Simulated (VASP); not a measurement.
Set up this calculation in VASP 6.6.1, as the native input.

```
Task                   : single point
Functional             : PBE
Potentials or basis    : VASP PAW PBE potentials, release 64 (Rb_sv, La, Cl)
Cutoff                 : 520 eV
k mesh                 : 6 × 6 × 6
Occupations            : gaussian, width 0.1 eV
Spin                   : no spin polarisation
Dipole correction      : no
Further INCAR settings : ALGO = Normal; EDIFF = 1e-06; NBANDS = 30
```

The structure of RbLa2Cl2 lies in POSCAR:

```
RbLa2Cl2
1.0
   -2.3401219419      2.3401219419      7.9769726592
    2.3401219419     -2.3401219419      7.9769726592
    2.3401219419      2.3401219419     -7.9769726592
Rb La Cl
1 2 2
Direct
    0.0000000000      0.0000000000      0.0000000000
    0.7500000000      0.2500000000      0.5000000000
    0.2500000000      0.7500000000      0.5000000000
    0.6174361284      0.6174361284      0.0000000000
    0.3825638716      0.3825638716      0.0000000000
```

The cell was built from a structure type or drawn by symmetry, and may not be a known phase.

These files were run (other wordings do the same):

INCAR

```
SYSTEM = RbLa2Cl2
  PREC = Accurate
  ENCUT = 520
  EDIFF = 1E-6
  ISMEAR = 0
  SIGMA = 0.1
  LREAL = .False.
  LASPH = .True.
  NELM = 100
  ALGO = Normal
  ISIF = 2
  LWAVE = .False.
  LCHARG = .True.
  GGA = PE
  LELF = .True.
  LVHAR = .True.
  NBANDS = 30
```

KPOINTS

```
Automatic mesh
0
Gamma
  6 6 6
  0 0 0
```

Potentials or basis: VASP PAW PBE potentials, release 64 (Rb_sv, La, Cl).

Run with:

```bash
$ cat potpaw_PBE.64/Rb_sv/POTCAR potpaw_PBE.64/La/POTCAR potpaw_PBE.64/Cl/POTCAR > POTCAR
$ mpirun -np 1 vasp_std > vasp.out
```

It gave:

```
Pressure               : -0.1 GPa
Largest force          : 0.022 eV/Å
Band gap on the k mesh : zero (an odd number of electrons rules out a gap without spin polarisation)
```

Caveat: spin-orbit coupling is left out, which moves the levels of the heavy elements; an odd number of electrons without spin polarisation forces a metal; a magnetic or distorted state may lie lower.

Run time: 11 min on 1 thread of Intel(R) Xeon(R) Platinum 8259CL CPU @ 2.50GHz (Skylake/Cascade Lake) (shared host), peak memory 0.62 GiB.
